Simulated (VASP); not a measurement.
**AlC: relaxation of cell and atoms with PBE**

AlC:

```
Al C
1.0
     0.00000    2.13461    2.13461
     2.13461    0.00000    2.13461
     2.13461    2.13461    0.00000
Al C
1 1
Cartesian
  0.0000 0.0000 0.0000
  2.1346 2.1346 2.1346
```

The cell was built from a structure type or drawn by symmetry, and may not be a known phase.

```json
{
 "Program": "VASP 6.6.1",
 "Task": "relaxation of cell and atoms",
 "Functional": "PBE",
 "Potentials or basis": "VASP PAW PBE potentials, release 64 (Al, C)",
 "Cutoff": "600 eV",
 "k mesh": "22 × 22 × 22",
 "Occupations": "gaussian, width 0.1 eV",
 "Spin": "no spin polarisation",
 "Dipole correction": "no",
 "Further INCAR settings": "ALGO = Normal; EDIFF = 1e-07; IBRION = 2; EDIFFG = -0.01; NSW = 100; ISIF = 3"
}
```

```yaml
Pressure_after_relaxing: -0.1 GPa
Band_gap_on_the_k_mesh: zero (an odd number of electrons rules out a gap without spin polarisation)
```

Final structure:
```
CELL_PARAMETERS angstrom
0.00000 2.13461 2.13461
2.13461 0.00000 2.13461
2.13461 2.13461 0.00000
ATOMIC_POSITIONS crystal
Al 0.00000 0.00000 0.00000
C 0.50000 0.50000 0.50000
```

Levels at points of the mesh, in eV from the Fermi level:
```csv
k point,band 1,band 2,band 3,band 4,band 5,band 6,band 7
"(0.00, 0.00, 0.00)",-14.41,1.53,1.53,1.53,8.20,10.97,10.97
"(0.50, 0.00, 0.00)",-10.55,-7.33,0.45,0.45,7.08,9.21,9.21
"(0.50, 0.50, 0.00)",-9.23,-6.26,-1.63,-1.63,3.58,4.90,14.91
```

Run time: 58 s on 1 thread of Intel Xeon 8259CL, on a shared host, peak memory 0.18 GiB.

Caveat: the relaxation stopped at its first step, so nothing moved.
